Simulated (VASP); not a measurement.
## GaN: relaxation of cell and atoms with PBEsol

The system is GaN.

```
Ga N
1.0
     0.00000    2.24907    2.24907
     2.24907    0.00000    2.24907
     2.24907    2.24907    0.00000
Ga N
1 1
Direct
  0.00000 0.00000 0.00000
  0.75000 0.75000 0.75000
```

```json
{
  "Program": "VASP 6.6.1",
  "Task": "relaxation of cell and atoms",
  "Functional": "PBEsol",
  "Potentials or basis": "VASP PAW PBE potentials, release 64 (Ga_d, N)",
  "Cutoff": "600 eV",
  "k mesh": "10 × 10 × 10",
  "Occupations": "gaussian, width 0.01 eV",
  "Spin": "no spin polarisation",
  "Target pressure": "25 GPa",
  "Dipole correction": "no",
  "Further INCAR settings": "ALGO = Normal; EDIFF = 1e-06; IBRION = 2; EDIFFG = -0.001; NSW = 80; ISIF = 3"
}
```

* Relaxed volume: 10.22 Å³/atom
* Relaxed cell: a = 3.069 Å, b = 3.069 Å, c = 3.069 Å, α = 60.00°, β = 60.00°, γ = 60.00°
* Space group after relaxing (to 0.05 Å): F-43m (No. 216)
* Energy change on relaxing (the enthalpy is what falls): +80.4 meV/atom
* Ionic steps: 10
* Pressure after relaxing: 25.0 GPa
* Band gap on the k mesh: 2.41 eV, direct

Step by step:
```tsv
step	energy change (eV)	largest force (eV/Å)	pressure (GPa)	volume (Å³)
1	0.0000	0.0000	-0.41	22.75
2	1.2161	0.0000	91.76	17.31
3	0.1454	0.0000	23.61	20.54
4	0.1577	0.0000	24.78	20.46
5	0.1647	0.0000	25.37	20.41
6	0.1551	0.0000	24.35	20.47
7	0.1611	0.0000	25.05	20.43
8	0.1607	0.0000	24.85	20.44
9	0.1610	0.0000	25.07	20.43
10	0.1609	0.0000	24.99	20.44
```

Final structure:
```
Ga N
1.0
     0.00000    2.16997    2.16997
     2.16997    0.00000    2.16997
     2.16997    2.16997    0.00000
Ga N
1 1
Direct
  0.00000 0.00000 0.00000
  0.75000 0.75000 0.75000
```

Levels at points of the mesh, in eV from the valence-band top:
```tsv
k point	band 5	band 6	band 7	band 8	band 9	band 10	band 11	band 12	band 13
(0.00, 0.00, 0.00)	-13.11	-13.11	0.00	0.00	0.00	2.41	10.91	10.91	10.91
(0.50, 0.00, 0.00)	-13.05	-11.84	-7.92	-1.13	-1.13	5.34	9.18	10.84	10.84
(0.50, 0.50, 0.00)	-13.00	-11.44	-6.67	-3.17	-3.17	3.25	7.19	12.45	15.10
```

Run time: 67 s on 1 thread of Intel Xeon 6975P-C, on a shared host, peak memory 0.18 GiB.

Caveat: the cell is relaxed towards a set pressure, so the enthalpy falls and the energy may rise; the PAW data sets were made with another functional, which shifts forces and pressure a little. Expect the measured gap to be larger: semilocal functionals such as PBEsol lack the derivative discontinuity.
